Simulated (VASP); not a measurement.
# Zn3GeN: single point with PBE

Crystal: Zn3GeN.

```xyz
5
Lattice="4.1947 0.0000 0.0000 0.0000 4.1947 0.0000 0.0000 0.0000 4.1947" Properties=species:S:1:pos:R:3 pbc="T T T"
Zn    2.0974    2.0974    0.0000
Zn    2.0974    0.0000    2.0974
Zn    0.0000    2.0974    2.0974
Ge    0.0000    0.0000    0.0000
N     2.0974    2.0974    2.0974
```

The cell was generated, and may not be a known phase.

```json
{
 "Program": "VASP 6.6.1",
 "Task": "single point",
 "Functional": "PBE",
 "Potentials or basis": "VASP PAW PBE potentials, release 64 (Zn, Ge_d, N)",
 "Cutoff": "520 eV",
 "k mesh": "4 × 4 × 4",
 "Occupations": "gaussian, width 0.1 eV",
 "Spin": "no spin polarisation"
}
```

- Pressure: 0.3 GPa
- Band gap on the k mesh: zero (an odd number of electrons rules out a gap without spin polarisation)

Levels at points of the mesh, in eV from the Fermi level:
```
           k point  band 24  band 25  band 26  band 27  band 28  band 29  band 30  band 31  band 32  band 33
(0.00, 0.00, 0.00)    -5.09    -5.09    -0.04    -0.04    -0.01    -0.01    -0.01     0.52     6.83     6.83
(0.50, 0.00, 0.00)    -4.12    -3.96    -3.78    -0.16    -0.16     1.19     2.54     3.53     4.54     4.54
(0.50, 0.50, 0.00)    -5.94    -3.51    -1.08    -0.35    -0.35     1.26     1.80     3.35     3.35     5.95
(0.50, 0.50, 0.50)    -4.52    -4.52    -3.78    -3.78    -3.78     3.35     3.35     3.35     5.84     9.01
```

It took 35 s on 1 thread of Oxide Virtual Turin-like Processor, with other jobs on the host, peak memory 0.15 GiB.

Caveat: the k points lie up to 0.37 Å⁻¹ apart, too coarse for converged energies and pressures of a metal.
